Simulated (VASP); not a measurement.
Wanted: the native input for a VASP 6.6.1 run.

| Property | Result |
| --- | --- |
| Task | single point |
| Functional | PBE |
| Potentials or basis | VASP PAW PBE potentials, release 64 (Ge_d) |
| Cutoff | 520 eV |
| k mesh | 12 × 12 × 1 |
| Occupations | gaussian, width 0.1 eV |
| Spin | no spin polarisation |
| Dipole correction | yes |
| Further INCAR settings | ALGO = Normal; EDIFF = 1e-07; NBANDS = 21 |

The structure of Ge lies in POSCAR:

```
Ge
1.0
    4.0437508318      0.0000000000      0.0000000000
   -2.0218754159      3.5019909469      0.0000000000
    0.0000000000      0.0000000000     28.0000000000
Ge
2
Direct
    0.3333333333      0.6666666667      0.5121179695
    0.6666666667      0.3333333333      0.4878820305
```

One way to write it, as run:

INCAR

```
  PREC = Accurate
  ENCUT = 520
  EDIFF = 1E-7
  ISMEAR = 0
  SIGMA = 0.1
  LREAL = False
  LASPH = True
  NELM = 100
  ALGO = Normal
  ISIF = 2
  LWAVE = False
  LCHARG = True
  LDIPOL = True
  IDIPOL = 3
  DIPOL = 0.5 0.5 0.500
  GGA = PE
  LELF = True
  LVHAR = True
  LVACPOTAV = True
  NBANDS = 21
```

KPOINTS

```
Automatic mesh
0
Gamma
  12 12 1
```

Potentials or basis: VASP PAW PBE potentials, release 64 (Ge_d).

The run is started by

```console
$ cat potpaw_PBE.64/Ge_d/POTCAR > POTCAR
$ mpirun -np 1 vasp_std > vasp.out
```

Results of the run:

```json
{"Band gap on the k mesh": "zero (filled and empty bands touch)", "Work function of the upper face": "4.47 eV", "Work function of the lower face": "4.47 eV"}
```

Wall time 3 min on 1 thread of AMD EPYC 7R13 Processor (Zen 3), with other jobs on the host, peak memory 0.48 GiB.
